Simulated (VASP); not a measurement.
# Ag (P6_3/mmc) in VASP: notebook

The runs below take Ag through single point, with PBEsol.

Program: VASP 6.6.1. These are calculated values, not measurements. Logs are shortened: lines on timing, memory, paths and dates and some standing lists are left out, and cuts for length are marked.

## Step 1: The cell of the first run

Symmetry: P6_3/mmc, No. 194, hexagonal system. Conventional cell: a = 2.957 Å, b = 2.957 Å, c = 9.338 Å, α = 90.00°, β = 90.00°, γ = 120.00°. Ag (site symmetry -6m2) has 12 Ag at 2.89 to 2.96 Å within 3.8 Å. Within 3.8 Å of Ag (site symmetry -3m) lie 12 Ag at 2.89 to 2.96 Å.

This isn't the form of Ag at room conditions, which is fcc.

## Step 2: Single point, PBEsol (strain +0.030 along x and y, +0.000 along z)

File INCAR:

```
SYSTEM = Ag
  PREC = Accurate
  ENCUT = 520
  EDIFF = 1E-6
  ISMEAR = 0
  SIGMA = 0.15
  LREAL = .FALSE.
  LASPH = .TRUE.
  NELM = 100
  ALGO = Fast
  ISIF = 2
  LWAVE = .FALSE.
  LCHARG = .FALSE.
  GGA = PS
  NBANDS = 30
```

File KPOINTS:

```
Automatic mesh
0
G
  18 18 6
  0 0 0
```

File POSCAR:

```
Ag
1.0
    2.9570817686      0.0000000000      0.0000000000
   -1.4785408843      2.5609079327      0.0000000000
    0.0000000000      0.0000000000      9.3380588842
Ag
4
Direct
    0.3333333333      0.6666666667      0.2500000000
    0.6666666667      0.3333333333      0.7500000000
    0.0000000000      0.0000000000      0.0000000000
    0.0000000000      0.0000000000      0.5000000000
```

Potentials or basis: VASP PAW PBE potentials, release 64 (Ag).

Launch:

```
cat potpaw_PBE.64/Ag/POTCAR > POTCAR
mpirun -np 1 vasp_std > vasp.out
```

OUTCAR:

```text
SYSTEM = Ag
   PREC = Accurate
   ENCUT = 520
   EDIFF = 1E-6
   ISMEAR = 0
   LREAL = .FALSE.
   LASPH = .TRUE.
   NELM = 100
   ISIF = 2
   GGA = PS

 ion  position               nearest neighbor table
   1  0.333  0.667  0.250-   3 2.89   4 2.89   3 2.89   4 2.89   3 2.89   4 2.89
   2  0.667  0.333  0.750-   3 2.89   4 2.89   3 2.89   4 2.89   3 2.89   4 2.89
   3  0.000  0.000  0.000-   1 2.89   2 2.89   2 2.89   1 2.89   2 2.89   1 2.89
   4  0.000  0.000  0.500-   1 2.89   2 2.89   2 2.89   1 2.89   2 2.89   1 2.89

  LATTYP: Found a hexagonal cell.
 ALAT       =     2.9570817686
 C/A-ratio  =     3.1578629253

  Lattice vectors:

 A1 = (   2.9570817686,   0.0000000000,   0.0000000000)
 A2 = (  -1.4785408843,   2.5609079327,   0.0000000000)
 A3 = (   0.0000000000,   0.0000000000,   9.3380588842)

Analysis of symmetry for initial positions (statically):
=====================================================================
 Subroutine PRICEL returns:
 Original cell was already a primitive cell.

 Routine SETGRP: Setting up the symmetry group for a
 hexagonal supercell.

 Subroutine GETGRP returns: Found 24 space group operations
 (whereof 12 operations were pure point group operations)
 out of a pool of 24 trial point group operations.

The static configuration has the point symmetry D_3d.
 The point group associated with its full space group is D_6h.

Analysis of symmetry for dynamics (positions and initial velocities):
=====================================================================
 Subroutine PRICEL returns:
 Original cell was already a primitive cell.

 Routine SETGRP: Setting up the symmetry group for a
 hexagonal supercell.

 Subroutine GETGRP returns: Found 24 space group operations
 (whereof 12 operations were pure point group operations)
 out of a pool of 24 trial point group operations.

The dynamic configuration has the point symmetry D_3d.
 The point group associated with its full space group is D_6h.

 Subroutine INISYM returns: Found 24 space group operations
 (whereof 12 operations are pure point group operations),
 and found     1 'primitive' translations

----------------------------------------------------------------------------------------

                                     Primitive cell

  volume of cell :      70.7154

  direct lattice vectors                    reciprocal lattice vectors
     2.957081769  0.000000000  0.000000000     0.338171237  0.195243255  0.000000000
    -1.478540884  2.560907933  0.000000000     0.000000000  0.390486510  0.000000000
     0.000000000  0.000000000  9.338058884     0.000000000  0.000000000  0.107088637

  length of vectors
     2.957081769  2.957081769  9.338058884     0.390486510  0.390486510  0.107088637

  position of ions in fractional coordinates (direct lattice)
     0.333333333  0.666666667  0.250000000
     0.666666667  0.333333333  0.750000000
     0.000000000  0.000000000  0.000000000
     0.000000000  0.000000000  0.500000000

  ion indices of the primitive-cell ions
   primitive index   ion index
                 1           1
                 2           2
                 3           3
                 4           4

----------------------------------------------------------------------------------------

 KPOINTS: Automatic mesh

Automatic generation of k-mesh.
 Grid dimensions read from file:
 generate k-points for:   18   18    6

 Generating k-lattice:

  Cartesian coordinates                     Fractional coordinates (reciprocal lattice)
     0.018787291  0.010846847  0.000000000     0.055555556 -0.000000000  0.000000000
     0.000000000  0.021693695  0.000000000     0.000000000  0.055555556  0.000000000
     0.000000000  0.000000000  0.017848106     0.000000000  0.000000000  0.166666667

  Length of vectors
     0.021693695  0.021693695  0.017848106

  Shift w.r.t. Gamma in fractional coordinates (k-lattice)
     0.000000000  0.000000000  0.000000000

 Subroutine IBZKPT returns following result:
 ===========================================

 Found    148 irreducible k-points:

 Following reciprocal coordinates:
            Coordinates               Weight
  0.000000  0.000000  0.000000      1.000000
  0.055556  0.000000  0.000000      6.000000
  0.111111  0.000000  0.000000      6.000000
  0.166667 -0.000000  0.000000      6.000000
  0.222222 -0.000000  0.000000      6.000000
  0.277778  0.000000  0.000000      6.000000
[... 16 lines left out ...]
  0.333333  0.111111  0.000000     12.000000
  0.388889  0.111111  0.000000     12.000000
 [... further k-points ...]
   k-points           NKPTS =    148   k-points in BZ     NKDIM =    148   number of bands    NBANDS=     30
   number of dos      NEDOS =    301   number of ions     NIONS =      4
   total plane-waves  NPLWV =  40320
   dimension x,y,z NGX =    24 NGY =   24 NGZ =   70
   dimension x,y,z NGXF=    48 NGYF=   48 NGZF=  140
   ions per type =               4
   NGX,Y,Z   is equivalent  to a cutoff of  13.49, 13.49, 12.46 a.u.
   NGXF,Y,Z  is equivalent  to a cutoff of  26.99, 26.99, 24.92 a.u.
 SYSTEM =  Ag
   PREC   = accura    normal or accurate (medium, high low for compatibility)
   ISTART =      0    job   : 0-new  1-cont  2-samecut
   ICHARG =      2    charge: 1-file 2-atom 10-const
   ISPIN  =      1    spin polarized calculation?
   LNONCOLLINEAR =      F non collinear calculations
   LSORBIT =      F    spin-orbit coupling
   LASPH  =      T    aspherical Exc in radial PAW
   ENCUT  =  520.0 eV  38.22 Ry    6.18 a.u.   5.50  5.50 17.36*2*pi/ulx,y,z
   NELM   =    100;   NELMIN=  2; NELMDL= -5     # of ELM steps
   EDIFF  = 0.1E-05   stopping-criterion for ELM
   LREAL  =      F    real-space projection
   EDIFFG = 0.1E-04   stopping-criterion for IOM
   NSW    =      0    number of steps for IOM
   IBRION =     -1    ionic relax: 0-MD 1-quasi-New 2-CG
   NFREE  =      0    steps in history (QN), initial steepest desc. (CG)
   ISIF   =      2    stress and relaxation
   ISYM   =      2    0-nonsym 1-usesym 2-fastsym
   POTIM  = 0.5000    time-step for ionic-motion
   TEBEG  =    0.0;   TEEND  =   0.0 temperature during run
   PSTRESS=    0.0 pullay stress
   NELECT =      44.0000    total number of electrons
   NUPDOWN=      -1.0000    fix difference up-down
   EMIN   =  10.00;   EMAX   =-10.00  energy-range for DOS
   EFERMI =   0.00;   METHOD = LEGACY
   ISMEAR =     0;   SIGMA  =   0.15  broadening in eV -4-tet -1-fermi 0-gaus
   EFERMI_NEDOS =   21; number of points for ismear=-14 and -15
   IALGO  =     68    algorithm
   IMIX   =      4    mixing-type and parameters
     AMIX     =   0.40;   BMIX     =  1.00
     AMIX_MAG =   1.60;   BMIX_MAG =  1.00
  volume/ion in A,a.u.               =      17.68       119.30
  Fermi-wavevector in a.u.,A,eV,Ry     =   1.397616  2.641111 26.576661  1.953329
  Thomas-Fermi vector in A             =   2.520854
   LORBIT       =      0    0 simple, 1 ext, 2 COOP (PROOUT), +10 PAW based schemes
   GGA     = PS    functional components
   LHFCALC =     F    Hartree Fock is set to
   AEXX    =    0.0000 exact exchange contribution
   IVDW    =     0    specifies the selected vdW correction
   LEPSILON=     F    determine dielectric tensor
   LRPA    =     F    only Hartree local field effects (RPA)
 non-spin polarized calculation
 RMM-DIIS sequential band-by-band and
 Gauss-broadening in eV      SIGMA  =   0.15
  energy-cutoff  :      520.00
  volume of cell :       70.72
 maximum number of plane-waves:      1955
 NGX is ok and might be reduce to    24
   NGX = 11   NGY = 11   NGZ = 35

 number of electron      43.9999998 magnetization

 Free energy of the ion-electron system (eV)
  ---------------------------------------------------
  ext. energy  EPLUGINS =         0.00000000
  ---------------------------------------------------
  free energy    TOTEN  =       -13.13762850 eV

  energy without entropy =      -13.12460554  energy(sigma->0) =      -13.13111702

 E-fermi :   7.7114     XC(G=0): -12.1959

 val. band max:        7.7059226858   @ k =   0.4444   0.0556   0.5000
 cond. band min:       7.7315689283   @ k =   0.3889   0.1111   0.3333
 fundamental gap:      0.0256462425
 Fermi energy:         7.7114341028

 k-point     1 :       0.0000    0.0000    0.0000
  band No.  band energies     occupation
      1       0.1721      2.00000
      2       1.5944      2.00000
      3       1.6257      2.00000
      4       1.6290      2.00000
      5       3.0333      2.00000
      6       3.0333      2.00000
[... 22 lines left out ...]
     29      23.1188      0.00000
     30      23.9551      0.00000

 k-point     2 :       0.0556    0.0000    0.0000
  band No.  band energies     occupation
      1       0.2533      2.00000
      2       1.6410      2.00000
      3       1.6954      2.00000
      4       1.6974      2.00000
      5       3.0063      2.00000
      6       3.0093      2.00000
[... 22 lines left out ...]
     29      23.0497      0.00000
     30      23.4946      0.00000

 k-point     3 :       0.1111    0.0000    0.0000
  band No.  band energies     occupation
      1       0.4903      2.00000
      2       1.7677      2.00000
      3       1.8872      2.00000
      4       1.8882      2.00000
      5       2.8421      2.00000
      6       2.9469      2.00000
[... 22 lines left out ...]
     29      22.5066      0.00000
     30      22.5892      0.00000

 k-point     4 :       0.1667   -0.0000    0.0000
  band No.  band energies     occupation
      1       0.8593      2.00000
      2       1.9227      2.00000
      3       2.1266      2.00000
      4       2.1382      2.00000
      5       2.6345      2.00000
      6       2.8032      2.00000
[... 22 lines left out ...]
     29      21.0501      0.00000
     30      21.0707      0.00000

 k-point     5 :       0.2222   -0.0000    0.0000
  band No.  band energies     occupation
      1       1.2976      2.00000
      2       2.0012      2.00000
      3       2.1926      2.00000
      4       2.2872      2.00000
      5       2.5349      2.00000
      6       2.6234      2.00000
[... 22 lines left out ...]
     29      20.1423      0.00000
     30      20.1910      0.00000
[... 526 lines left out ...]
     29      17.9340      0.00000
     30      19.9493      0.00000

 k-point    22 :       0.2778    0.1111    0.0000
  band No.  band energies     occupation
      1       1.8490      2.00000
      2       1.9443      2.00000
      3       2.0241      2.00000
      4       2.4198      2.00000
      5       2.4640      2.00000
      6       2.5236      2.00000
[... 22 lines left out ...]
     29      17.1730      0.00000
     30      19.4131      0.00000

 k-point    23 :       0.3333    0.1111    0.0000
  band No.  band energies     occupation
      1       1.7693      2.00000
      2       1.7899      2.00000
      3       1.9147      2.00000
      4       2.3873      2.00000
      5       2.3997      2.00000
      6       2.5810      2.00000
[... 22 lines left out ...]
     29      16.6009      0.00000
     30      18.9626      0.00000

 k-point    24 :       0.3889    0.1111    0.0000
  band No.  band energies     occupation
      1       1.6908      2.00000
      2       1.7106      2.00000
      3       1.8406      2.00000
      4       2.3143      2.00000
      5       2.3573      2.00000
      6       2.5503      2.00000
[... 22 lines left out ...]
     29      16.2170      0.00000
     30      17.5771      0.00000

 [... further k-points ...]

------------------------ aborting loop because EDIFF is reached ----------------------------------------

  FORCE on cell =-STRESS in cart. coord.  units (eV):
  Direction    XX          YY          ZZ          XY          YZ          ZX
  --------------------------------------------------------------------------------------
  -------------------------------------------------------------------------------------
  Total       -2.9768495     -2.9768495     -1.7680794      0.0000000      0.0000000      0.0000000
  in kB      -67.4455892    -67.4455892    -40.0588461      0.0000000      0.0000000      0.0000000
  external PRESSURE =     -58.3166749 kB  Pullay stress =       0.0000000 kB

 VOLUME and BASIS-vectors are now :
 -----------------------------------------------------------------------------
  energy-cutoff  :      520.00
  volume of cell :       70.72
      direct lattice vectors                 reciprocal lattice vectors
     2.957081769  0.000000000  0.000000000     0.338171237  0.195243255  0.000000000
    -1.478540884  2.560907933  0.000000000     0.000000000  0.390486510  0.000000000
     0.000000000  0.000000000  9.338058884     0.000000000  0.000000000  0.107088637

 POSITION                                       TOTAL-FORCE (eV/Angst)
 -----------------------------------------------------------------------------------
     -0.00000      1.70727      2.33451         0.000000     -0.000000     -0.000000
      1.47854      0.85364      7.00354        -0.000000      0.000000      0.000000
      0.00000      0.00000      0.00000        -0.000000      0.000000      0.000000
      0.00000      0.00000      4.66903        -0.000000      0.000000      0.000000
 -----------------------------------------------------------------------------------
    total drift:                               -0.000000      0.000000      0.000000

  FREE ENERGIE OF THE ION-ELECTRON SYSTEM (eV)
  ---------------------------------------------------
  free  energy   TOTEN  =       -13.1376284960 eV

  energy  without entropy=      -13.1246055400  energy(sigma->0) =      -13.13111702
```

Run time: 2.1 min. Hardware: 1 thread of AMD EPYC 9R45 (Zen 5), shared host; peak memory 0.32 GiB.

What came out:

```
Free energy            : -13.1376 eV
Pressure               : -5.8 GPa
Band gap on the k mesh : zero (bands 22 and 23 overlap by 6.14 eV)
```

Levels at points of the mesh, in eV from the Fermi level:
| k point | band 19 | band 20 | band 21 | band 22 | band 23 | band 24 | band 25 | band 26 |
| --- | --- | --- | --- | --- | --- | --- | --- | --- |
| (0.00, 0.00, 0.00) | -3.57 | -3.30 | -3.30 | -2.90 | -2.90 | -0.08 | 3.86 | 11.57 |
| (0.50, 0.00, 0.00) | -2.73 | -2.72 | -0.22 | 0.74 | 0.87 | 1.41 | 4.03 | 4.14 |
| (0.00, 0.00, 0.50) | -3.08 | -3.08 | -3.08 | -3.08 | -2.21 | -2.21 | 6.82 | 6.82 |
| (0.50, 0.00, 0.50) | -2.81 | -2.81 | 0.18 | 0.18 | 1.27 | 1.27 | 4.58 | 4.58 |

Caveat: the cell differs from its parent crystal (strain +0.030 along x and y, +0.000 along z); the cell stands under tension; the PAW data sets were made with another functional, which shifts forces and pressure a little.

[end of part 1 of 3]
